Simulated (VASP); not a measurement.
# Os (P6/mmm) in VASP: a series of runs

The runs below take Os through single point, with RPBE.

All numbers are computed with VASP 6.6.1; they aren't measurements. Logs are shortened: lines on timing, memory, paths and dates and some standing lists are left out, and cuts for length are marked.

## (1) The cell of the first run

It takes space group P6/mmm (No. 191, hexagonal). The conventional cell has a = 4.338 Å, b = 4.338 Å, c = 2.732 Å, α = 90.00°, β = 90.00°, γ = 120.00°. Within 3.6 Å of Os (site symmetry 6/mmm) lie 14 Os at 2.73 to 2.85 Å. Os (site symmetry -6m2) has 11 Os at 2.50 to 2.85 Å within 3.3 Å.

This isn't the form of Os at room conditions, which is hcp.

## (2) Single point, RPBE (14.84 Å³/atom)

Input file INCAR:

```
PREC = Accurate ; ENCUT = 520
EDIFF = 1E-6 ; ISMEAR = -1
SIGMA = 0.1 ; LREAL = False
LASPH = True ; NELM = 80
ALGO = Normal ; ISIF = 2
LWAVE = False ; LCHARG = True
GGA = RP ; LELF = True
LVHAR = True ; NBANDS = 19
```

Input file KPOINTS:

```
Automatic mesh
0
Gamma
  10 10 13
```

Input file POSCAR:

```
Os
1.0
    4.3382150826      0.0000000000      0.0000000000
   -2.1691075413      3.7570044686      0.0000000000
    0.0000000000      0.0000000000      2.7318411374
Os
3
Direct
    1.0000000000      1.0000000000      1.0000000000
    0.3333333333      0.6666666667      0.5000000000
    0.6666666667      0.3333333333      0.5000000000
```

Potentials or basis: VASP PAW PBE potentials, release 64 (Os).

The run is started by

```sh
$ cat potpaw_PBE.64/Os/POTCAR > POTCAR
$ mpirun -np 1 vasp_std > vasp.out
```

OUTCAR:

```text
PREC = Accurate
   ENCUT = 520
   EDIFF = 1E-6
   ISMEAR = -1
   LREAL = False
   LASPH = True
   NELM = 80
   ISIF = 2
   GGA = RP

 ion  position               nearest neighbor table
   1  0.000  0.000  0.000-   2 2.85   3 2.85   2 2.85   3 2.85   2 2.85   2 2.85   3 2.85   3 2.85
                             3 2.85   3 2.85   2 2.85   2 2.85
   2  0.333  0.667  0.500-   3 2.50   3 2.50   3 2.50   1 2.85   1 2.85   1 2.85   1 2.85   1 2.85
                             1 2.85
   3  0.667  0.333  0.500-   2 2.50   2 2.50   2 2.50   1 2.85   1 2.85   1 2.85   1 2.85   1 2.85
                             1 2.85

  LATTYP: Found a hexagonal cell.
 ALAT       =     4.3382150826
 C/A-ratio  =     0.6297154672

  Lattice vectors:

 A1 = (   4.3382150826,   0.0000000000,   0.0000000000)
 A2 = (  -2.1691075413,   3.7570044686,   0.0000000000)
 A3 = (   0.0000000000,   0.0000000000,   2.7318411374)

Analysis of symmetry for initial positions (statically):
=====================================================================
 Subroutine PRICEL returns:
 Original cell was already a primitive cell.

 Routine SETGRP: Setting up the symmetry group for a
 hexagonal supercell.

 Subroutine GETGRP returns: Found 24 space group operations
 (whereof 24 operations were pure point group operations)
 out of a pool of 24 trial point group operations.

The static configuration has the point symmetry D_6h.

Analysis of symmetry for dynamics (positions and initial velocities):
=====================================================================
 Subroutine PRICEL returns:
 Original cell was already a primitive cell.

 Routine SETGRP: Setting up the symmetry group for a
 hexagonal supercell.

 Subroutine GETGRP returns: Found 24 space group operations
 (whereof 24 operations were pure point group operations)
 out of a pool of 24 trial point group operations.

The dynamic configuration has the point symmetry D_6h.

 Subroutine INISYM returns: Found 24 space group operations
 (whereof 24 operations are pure point group operations),
 and found     1 'primitive' translations

----------------------------------------------------------------------------------------

                                     Primitive cell

  volume of cell :      44.5254

  direct lattice vectors                    reciprocal lattice vectors
     4.338215083  0.000000000  0.000000000     0.230509549  0.133084750  0.000000000
    -2.169107541  3.757004469  0.000000000     0.000000000  0.266169500  0.000000000
     0.000000000  0.000000000  2.731841137     0.000000000  0.000000000  0.366053496

  length of vectors
     4.338215083  4.338215083  2.731841137     0.266169500  0.266169500  0.366053496

  position of ions in fractional coordinates (direct lattice)
     0.000000000  0.000000000  0.000000000
     0.333333333  0.666666667  0.500000000
     0.666666667  0.333333333  0.500000000

  ion indices of the primitive-cell ions
   primitive index   ion index
                 1           1
                 2           2
                 3           3

----------------------------------------------------------------------------------------

 KPOINTS: Automatic mesh

Automatic generation of k-mesh.
 Grid dimensions read from file:
 generate k-points for:   10   10   13

 Generating k-lattice:

  Cartesian coordinates                     Fractional coordinates (reciprocal lattice)
     0.023050955  0.013308475  0.000000000     0.100000000  0.000000000  0.000000000
     0.000000000  0.026616950  0.000000000     0.000000000  0.100000000  0.000000000
     0.000000000  0.000000000  0.028157961     0.000000000  0.000000000  0.076923077

  Length of vectors
     0.026616950  0.026616950  0.028157961

  Shift w.r.t. Gamma in fractional coordinates (k-lattice)
     0.000000000  0.000000000  0.000000000

 Subroutine IBZKPT returns following result:
 ===========================================

 Found     98 irreducible k-points:

 Following reciprocal coordinates:
            Coordinates               Weight
  0.000000  0.000000  0.000000      1.000000
  0.100000 -0.000000  0.000000      6.000000
  0.200000 -0.000000  0.000000      6.000000
  0.300000 -0.000000  0.000000      6.000000
  0.400000 -0.000000  0.000000      6.000000
  0.500000 -0.000000  0.000000      3.000000
[... 16 lines left out ...]
  0.300000  0.100000  0.076923     24.000000
  0.400000  0.100000  0.076923     24.000000
 [... further k-points ...]
   k-points           NKPTS =     98   k-points in BZ     NKDIM =     98   number of bands    NBANDS=     19
   number of dos      NEDOS =    301   number of ions     NIONS =      3
   total plane-waves  NPLWV =  20480
   dimension x,y,z NGX =    32 NGY =   32 NGZ =   20
   dimension x,y,z NGXF=    64 NGYF=   64 NGZF=   40
   ions per type =               3
   NGX,Y,Z   is equivalent  to a cutoff of  12.26, 12.26, 12.17 a.u.
   NGXF,Y,Z  is equivalent  to a cutoff of  24.53, 24.53, 24.34 a.u.
 SYSTEM =  unknown system
   PREC   = accura    normal or accurate (medium, high low for compatibility)
   ISTART =      0    job   : 0-new  1-cont  2-samecut
   ICHARG =      2    charge: 1-file 2-atom 10-const
   ISPIN  =      1    spin polarized calculation?
   LNONCOLLINEAR =      F non collinear calculations
   LSORBIT =      F    spin-orbit coupling
   LASPH  =      T    aspherical Exc in radial PAW
   ENCUT  =  520.0 eV  38.22 Ry    6.18 a.u.   8.07  8.07  5.08*2*pi/ulx,y,z
   NELM   =     80;   NELMIN=  2; NELMDL= -5     # of ELM steps
   EDIFF  = 0.1E-05   stopping-criterion for ELM
   LREAL  =      F    real-space projection
   EDIFFG = 0.1E-04   stopping-criterion for IOM
   NSW    =      0    number of steps for IOM
   IBRION =     -1    ionic relax: 0-MD 1-quasi-New 2-CG
   NFREE  =      0    steps in history (QN), initial steepest desc. (CG)
   ISIF   =      2    stress and relaxation
   ISYM   =      2    0-nonsym 1-usesym 2-fastsym
   POTIM  = 0.5000    time-step for ionic-motion
   TEBEG  =    0.0;   TEEND  =   0.0 temperature during run
   PSTRESS=    0.0 pullay stress
   NELECT =      24.0000    total number of electrons
   NUPDOWN=      -1.0000    fix difference up-down
   EMIN   =  10.00;   EMAX   =-10.00  energy-range for DOS
   EFERMI =   0.00;   METHOD = LEGACY
   ISMEAR =    -1;   SIGMA  =   0.10  broadening in eV -4-tet -1-fermi 0-gaus
   EFERMI_NEDOS =   21; number of points for ismear=-14 and -15
   IALGO  =     38    algorithm
   IMIX   =      4    mixing-type and parameters
     AMIX     =   0.40;   BMIX     =  1.00
     AMIX_MAG =   1.60;   BMIX_MAG =  1.00
  volume/ion in A,a.u.               =      14.84       100.16
  Fermi-wavevector in a.u.,A,eV,Ry     =   1.332322  2.517723 24.151452  1.775082
  Thomas-Fermi vector in A             =   2.461266
   LORBIT       =      0    0 simple, 1 ext, 2 COOP (PROOUT), +10 PAW based schemes
   GGA     = RP    functional components
   LHFCALC =     F    Hartree Fock is set to
   AEXX    =    0.0000 exact exchange contribution
   IVDW    =     0    specifies the selected vdW correction
   LEPSILON=     F    determine dielectric tensor
   LRPA    =     F    only Hartree local field effects (RPA)
 non-spin polarized calculation
  energy-cutoff  :      520.00
  volume of cell :       44.53
 maximum number of plane-waves:      1217
   NGX = 17   NGY = 17   NGZ = 11

 number of electron      24.0000000 magnetization

 Free energy of the ion-electron system (eV)
  ---------------------------------------------------
  ext. energy  EPLUGINS =         0.00000000
  ---------------------------------------------------
  free energy    TOTEN  =       -30.83075449 eV

  energy without entropy =      -30.75219181  energy(sigma->0) =      -30.79147315

 E-fermi :   8.8570     XC(G=0): -13.6640

 val. band max:        8.8312416221   @ k =   0.3000   0.2000   0.2308
 cond. band min:       8.8619449589   @ k =   0.1000   0.1000   0.1538
 fundamental gap:      0.0307033367
 Fermi energy:         8.8569661455

 k-point     1 :       0.0000    0.0000    0.0000
  band No.  band energies     occupation
      1      -1.7106      2.00000
      2       2.1318      2.00000
      3       4.6825      2.00000
      4       4.8314      2.00000
      5       4.8314      2.00000
      6       4.8840      2.00000
[... 11 lines left out ...]
     18      17.2962      0.00000
     19      18.2469      0.00000

 k-point     2 :       0.1000   -0.0000    0.0000
  band No.  band energies     occupation
      1      -1.5499      2.00000
      2       2.1868      2.00000
      3       3.9569      2.00000
      4       4.3897      2.00000
      5       4.5070      2.00000
      6       5.2910      2.00000
[... 11 lines left out ...]
     18      16.5635      0.00000
     19      16.6164      0.00000

 k-point     3 :       0.2000   -0.0000    0.0000
  band No.  band energies     occupation
      1      -1.0844      2.00000
      2       2.2751      2.00000
      3       3.1449      2.00000
      4       4.0002      2.00000
      5       4.1090      2.00000
      6       5.2954      2.00000
[... 11 lines left out ...]
     18      14.9257      0.00000
     19      16.7453      0.00000

 k-point     4 :       0.3000   -0.0000    0.0000
  band No.  band energies     occupation
      1      -0.3664      2.00000
      2       1.9959      2.00000
      3       2.8254      2.00000
      4       3.5508      2.00000
      5       4.0007      2.00000
      6       5.0441      2.00000
[... 11 lines left out ...]
     18      13.3734      0.00000
     19      17.1718      0.00000

 k-point     5 :       0.4000   -0.0000    0.0000
  band No.  band energies     occupation
      1       0.5076      2.00000
      2       1.5796      2.00000
      3       2.3485      2.00000
      4       3.6665      2.00000
      5       4.0183      2.00000
      6       4.6268      2.00000
[... 11 lines left out ...]
     18      12.0090      0.00000
     19      17.4973      0.00000

 k-point     6 :       0.5000   -0.0000    0.0000
  band No.  band energies     occupation
      1       1.1761      2.00000
      2       1.5811      2.00000
      3       1.6182      2.00000
      4       4.0540      2.00000
      5       4.1113      2.00000
      6       4.1427      2.00000
[... 11 lines left out ...]
     18      11.2984      0.00000
     19      17.6238      0.00000

 k-point     7 :       0.1000    0.1000    0.0000
  band No.  band energies     occupation
      1      -1.2371      2.00000
      2       2.2662      2.00000
      3       3.4870      2.00000
      4       3.6269      2.00000
      5       4.6234      2.00000
      6       5.2979      2.00000
[... 11 lines left out ...]
     18      15.1092      0.00000
     19      16.9740      0.00000

 k-point     8 :       0.2000    0.1000    0.0000
  band No.  band energies     occupation
      1      -0.6492      2.00000
      2       2.1934      2.00000
      3       2.8734      2.00000
      4       3.3340      2.00000
      5       4.4112      2.00000
      6       5.2689      2.00000
[... 256 lines left out ...]
 k-point    20 :       0.5000   -0.0000    0.0769
  band No.  band energies     occupation
      1       1.3281      2.00000
      2       1.7247      2.00000
      3       1.7439      2.00000
      4       4.0185      2.00000
      5       4.1798      2.00000
      6       4.2512      2.00000
[... 11 lines left out ...]
     18      11.3105      0.00000
     19      17.5602      0.00000

 k-point    21 :       0.1000    0.1000    0.0769
  band No.  band energies     occupation
      1      -1.0719      2.00000
      2       2.4645      2.00000
      3       3.5150      2.00000
      4       3.5746      2.00000
      5       4.7046      2.00000
      6       5.1386      2.00000
[... 11 lines left out ...]
     18      15.2368      0.00000
     19      16.9161      0.00000

 k-point    22 :       0.2000    0.1000    0.0769
  band No.  band energies     occupation
      1      -0.4905      2.00000
      2       2.3617      2.00000
      3       2.9687      2.00000
      4       3.3357      2.00000
      5       4.4607      2.00000
      6       5.3049      2.00000
[... 11 lines left out ...]
     18      13.9040      0.00000
     19      17.4934      0.00000

 k-point    23 :       0.3000    0.1000    0.0769
  band No.  band energies     occupation
      1       0.2845      2.00000
      2       1.8901      2.00000
      3       2.6169      2.00000
      4       3.5359      2.00000
      5       4.2449      2.00000
      6       5.0306      2.00000
[... 11 lines left out ...]
     18      12.6414      0.00000
     19      17.8734      0.00000

 k-point    24 :       0.4000    0.1000    0.0769
  band No.  band energies     occupation
      1       1.0862      2.00000
      2       1.6219      2.00000
      3       2.0508      2.00000
      4       3.9844      2.00000
      5       4.1481      2.00000
      6       4.5460      2.00000
[... 11 lines left out ...]
     18      11.5700      0.00000
     19      18.0822      0.00000

 [... further k-points ...]

------------------------ aborting loop because EDIFF is reached ----------------------------------------

  FORCE on cell =-STRESS in cart. coord.  units (eV):
  Direction    XX          YY          ZZ          XY          YZ          ZX
  --------------------------------------------------------------------------------------
  -------------------------------------------------------------------------------------
  Total       -0.2351173     -0.2351173      0.0342495      0.0000000      0.0000000      0.0000000
  in kB       -8.4603234     -8.4603234      1.2324133      0.0000000      0.0000000      0.0000000
  external PRESSURE =      -5.2294112 kB  Pullay stress =       0.0000000 kB

 VOLUME and BASIS-vectors are now :
 -----------------------------------------------------------------------------
  energy-cutoff  :      520.00
  volume of cell :       44.53
      direct lattice vectors                 reciprocal lattice vectors
     4.338215083  0.000000000  0.000000000     0.230509549  0.133084750  0.000000000
    -2.169107541  3.757004469  0.000000000     0.000000000  0.266169500  0.000000000
     0.000000000  0.000000000  2.731841137     0.000000000  0.000000000  0.366053496

 POSITION                                       TOTAL-FORCE (eV/Angst)
 -----------------------------------------------------------------------------------
      0.00000      0.00000      0.00000        -0.000000      0.000000      0.000000
     -0.00000      2.50467      1.36592         0.000000      0.000000      0.000000
      2.16911      1.25233      1.36592         0.000000     -0.000000      0.000000
 -----------------------------------------------------------------------------------
    total drift:                               -0.000000      0.000000      0.000000

  FREE ENERGIE OF THE ION-ELECTRON SYSTEM (eV)
  ---------------------------------------------------
  free  energy   TOTEN  =       -30.8307544947 eV

  energy  without entropy=      -30.7521918117  energy(sigma->0) =      -30.79147315
```

Wall time 93 s (1 thread of Intel Xeon 8259CL, shared host); peak memory 0.2 GiB.

What came out:

```yaml
Free_energy: -30.8308 eV
Pressure: -0.5 GPa
Band_gap_on_the_k_mesh: zero (bands 12 and 13 overlap by 2.43 eV)
```

Stress tensor (GPa, compression positive):
```
-0.85  0.00  0.00
 0.00 -0.85  0.00
 0.00  0.00  0.12
```

Levels at points of the mesh, in eV from the Fermi level:
| k point | band 8 | band 9 | band 10 | band 11 | band 12 | band 13 | band 14 | band 15 | band 16 | band 17 |
| --- | --- | --- | --- | --- | --- | --- | --- | --- | --- | --- |
| (0.00, 0.00, 0.00) | -3.16 | -2.30 | -2.30 | -1.51 | -1.51 | -1.45 | -1.45 | 2.27 | 2.27 | 6.93 |
| (0.50, 0.00, 0.00) | -3.02 | -2.88 | -1.24 | -1.21 | 0.08 | 0.31 | 1.16 | 1.16 | 1.24 | 1.51 |

Caveat: the PAW data sets were made with another functional, which shifts forces and pressure a little; spin-orbit coupling is left out, which moves the levels of the heavy elements.

## (3) Single point, RPBE (15.44 Å³/atom)

This run uses another cell than the first one, of 15.44 Å³/atom.

Input file INCAR:

```
PREC = Accurate ; ENCUT = 520
EDIFF = 1E-6 ; ISMEAR = -1
SIGMA = 0.1 ; LREAL = False
LASPH = True ; NELM = 60
ALGO = Normal ; ISIF = 2
LWAVE = False ; LCHARG = False
GGA = RP ; NBANDS = 19
```

Input file KPOINTS:

```
regular mesh
0
Gamma
  10 10 13
```

Input file POSCAR:

```
Os
1.0
    4.3953034067      0.0000000000      0.0000000000
   -2.1976517034      3.8064444075      0.0000000000
    0.0000000000      0.0000000000      2.7677905381
Os
3
Direct
    1.0000000000      1.0000000000      1.0000000000
    0.3333333333      0.6666666667      0.5000000000
    0.6666666667      0.3333333333      0.5000000000
```

Potentials or basis: VASP PAW PBE potentials, release 64 (Os).

The run is started by

```sh
$ cat potpaw_PBE.64/Os/POTCAR > POTCAR
$ mpirun -np 1 vasp_std > vasp.out
```

Run time: 2.1 min. Hardware: 1 thread of Intel Xeon 8259CL, shared host; peak memory 0.23 GiB.

It converged, with:

```yaml
Free_energy: -30.7522 eV
Pressure: -13.4 GPa
Band_gap_on_the_k_mesh: zero (bands 12 and 13 overlap by 2.27 eV)
```

Stress tensor (GPa, compression positive):
```
-14.30   0.00   0.00
  0.00 -14.30   0.00
  0.00   0.00 -11.53
```

Levels at points of the mesh, in eV from the Fermi level:
```tsv
k point	band 9	band 10	band 11	band 12	band 13	band 14	band 15	band 16
(0.00, 0.00, 0.00)	-2.17	-2.17	-1.42	-1.42	-1.35	-1.35	2.11	2.11
(0.50, 0.00, 0.00)	-2.71	-1.17	-1.13	0.11	0.29	1.08	1.08	1.16
```

Caveat: the cell stands under tension; the PAW data sets were made with another functional, which shifts forces and pressure a little; spin-orbit coupling is left out, which moves the levels of the heavy elements.

## (4) Single point, RPBE (16.03 Å³/atom)

This run uses another cell than the first one, of 16.03 Å³/atom.

Input file INCAR:

```
PREC = Accurate ; ENCUT = 520
EDIFF = 1E-7 ; ISMEAR = -1
SIGMA = 0.1 ; LREAL = False
LASPH = True ; NELM = 80
ALGO = Normal ; ISIF = 2
LWAVE = False ; LCHARG = False
GGA = RP ; NBANDS = 19
```

Input file KPOINTS:

```
Automatic mesh
0
Gamma
  10 10 13
```

Input file POSCAR:

```
Os
1.0
    4.4509460656      0.0000000000      0.0000000000
   -2.2254730328      3.8546323637      0.0000000000
    0.0000000000      0.0000000000      2.8028295810
Os
3
Direct
    1.0000000000      1.0000000000      1.0000000000
    0.3333333333      0.6666666667      0.5000000000
    0.6666666667      0.3333333333      0.5000000000
```

The run is started by

```sh
$ cat potpaw_PBE.64/Os/POTCAR > POTCAR
$ mpirun -np 1 vasp_std > vasp.out
```

Wall time 2.4 min (1 thread of Intel Xeon 8259CL, shared host); peak memory 0.23 GiB.

Results (log left out):

| Item | Value |
| --- | --- |
| Free energy | -30.5467 eV |
| Pressure | -23.5 GPa |
| Band gap on the k mesh | zero (bands 12 and 13 overlap by 2.13 eV) |

Stress tensor (GPa, compression positive):
```
-24.87   0.00   0.00
  0.00 -24.87   0.00
  0.00   0.00 -20.67
```

Levels at points of the mesh, in eV from the Fermi level:
```csv
k point,band 10,band 11,band 12,band 13,band 14,band 15
"(0.00, 0.00, 0.00)",-2.05,-1.34,-1.34,-1.27,-1.27,1.97
"(0.50, 0.00, 0.00)",-1.10,-1.06,0.14,0.26,1.00,1.01
```

Caveat: the cell stands under tension; the PAW data sets were made with another functional, which shifts forces and pressure a little; spin-orbit coupling is left out, which moves the levels of the heavy elements.

## (5) Summary

| cell | gap on the mesh (eV) | pressure (GPa) |
| --- | --- | --- |
| a = 4.338, b = 4.338, c = 2.732 Å, angles 90.0, 90.0, 120.0°, 3 atoms | none | -0.5 |
| a = 4.395, b = 4.395, c = 2.768 Å, angles 90.0, 90.0, 120.0°, 3 atoms | none | -13.4 |
| a = 4.451, b = 4.451, c = 2.803 Å, angles 90.0, 90.0, 120.0°, 3 atoms | none | -23.5 |

Alike in all rows: task single point; level RPBE; potentials or basis VASP PAW PBE potentials, release 64 (Os); no spin polarisation; k mesh 10 × 10 × 13; cutoff (eV) 520; smearing fermi-dirac 0.1 eV.

Caveats: the PAW data sets were made with another functional, which shifts forces and pressure a little; spin-orbit coupling is left out, which moves the levels of the heavy elements; the cell stands under tension (at least some runs).

Total energies depend on the potentials used, so only differences within one code and one set of settings carry meaning.

The gap in the log of VASP goes by the Fermi energy; the results here count the filled bands.